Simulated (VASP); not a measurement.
A run of VASP 6.6.1 is set up as follows.

Contents of INCAR:

```
  PREC = Accurate
  ENCUT = 600
  EDIFF = 1E-6
  ISMEAR = -1
  SIGMA = 0.05
  LREAL = False
  LASPH = True
  NELM = 80
  ALGO = Fast
  ISIF = 3
  LWAVE = False
  LCHARG = False
  GGA = B5
  ALDAX = 1.0
  AGGAX = 1.0
  AGGAC = 1.0
  ALDAC = 0.0
  IBRION = 2
  NSW = 60
  EDIFFG = -0.01
```

KPOINTS

```
Automatic mesh
0
Gamma
  12 12 12
```

POSCAR

```
Mo
1.0
   -1.5838089719      1.5838089719      1.5838089719
    1.5838089719     -1.5838089719      1.5838089719
    1.5838089719      1.5838089719     -1.5838089719
Mo
1
Direct
    0.0000000000      0.0000000000      0.0000000000
```

Potentials or basis: VASP PAW PBE potentials, release 64 (Mo_sv).

Command:

```console
$ cat potpaw_PBE.64/Mo_sv/POTCAR > POTCAR
$ mpirun -np 1 vasp_std > vasp.out
```

Predict the band gap on the k mesh.

zero (bands 7 and 8 overlap by 4.94 eV).

Estimate the relaxed cell.

a = 2.776 Å, b = 2.776 Å, c = 2.776 Å, α = 109.47°, β = 109.47°, γ = 109.47°.

What does it give for the space group after relaxing (to 0.1 Å)?

Im-3m (No. 229).

Estimate the relaxed volume.

16.47 Å³/atom.

Step by step:
| step | energy change (eV) | largest force (eV/Å) | pressure (GPa) | volume (Å³) |
| --- | --- | --- | --- | --- |
| 1 | 0.0000 | 0.0000 | 8.94 | 15.89 |
| 2 | 0.0764 | 0.0000 | -17.38 | 18.02 |
| 3 | -0.0154 | 0.0000 | -0.24 | 16.48 |
| 4 | -0.0154 | 0.0000 | -0.06 | 16.47 |

Caveat: the PAW data sets were made with another functional, which shifts forces and pressure a little.
